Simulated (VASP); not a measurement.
Write the native input for VASP 6.6.1 that does the following.

| Quantity | Value |
| --- | --- |
| Task | single point |
| Functional | LDA |
| Potentials or basis | VASP PAW LDA potentials, release 64 (K_sv, Pd, C) |
| Cutoff | 520 eV |
| k mesh | 6 × 6 × 6 |
| Occupations | gaussian, width 0.05 eV |
| Spin | no spin polarisation |
| Dipole correction | no |
| Further INCAR settings | ALGO = Normal; EDIFF = 1e-06; NBANDS = 26 |

The structure of K2PdC2 lies in POSCAR:

```
K2PdC2
1.0
    5.1181840614      0.0000000000      0.0000000000
   -2.5590920307      4.4324774185      0.0000000000
    0.0000000000      0.0000000000      5.2581371800
K Pd C
2 1 2
Direct
    0.6666666667      0.3333333333      0.7582344942
    0.3333333333      0.6666666667      0.2798017900
    0.0000000000      0.0000000000      0.0000000000
    0.0000000000      0.0000000000      0.6201967800
    0.0000000000      0.0000000000      0.3798032200
```

This cell differs from its parent crystal: atom 1 (K) moved by (+0.000, +0.200) A along [1 1 0] and z.

The input as run:

INCAR

```
ALGO = Normal
EDIFF = 1E-6
ENCUT = 520
GGA = CA
ISIF = 2
ISMEAR = 0
LASPH = True
LCHARG = False
LREAL = False
LWAVE = False
NBANDS = 26
NELM = 100
PREC = Accurate
SIGMA = 0.05
```

KPOINTS

```
k-points
0
Gamma
  6 6 6
```

Potentials or basis: VASP PAW LDA potentials, release 64 (K_sv, Pd, C).

Command:

```console
$ cat potpaw_LDA.64/K_sv/POTCAR potpaw_LDA.64/Pd/POTCAR potpaw_LDA.64/C/POTCAR > POTCAR
$ mpirun -np 1 vasp_std > vasp.out
```

Results of the run:

- Pressure: -2.3 GPa
- Largest force: 0.362 eV/Å
- Band gap on the k mesh: 1.35 eV, indirect (least direct gap 1.38 eV)

Caveat: the cell differs from its parent crystal (atom 1 (K) moved by (+0.000, +0.200) A along [1 1 0] and z).

Wall time 87 s on 1 thread of Intel(R) Xeon(R) Platinum 8488C (Sapphire Rapids), with other jobs on the host, peak memory 0.26 GiB.
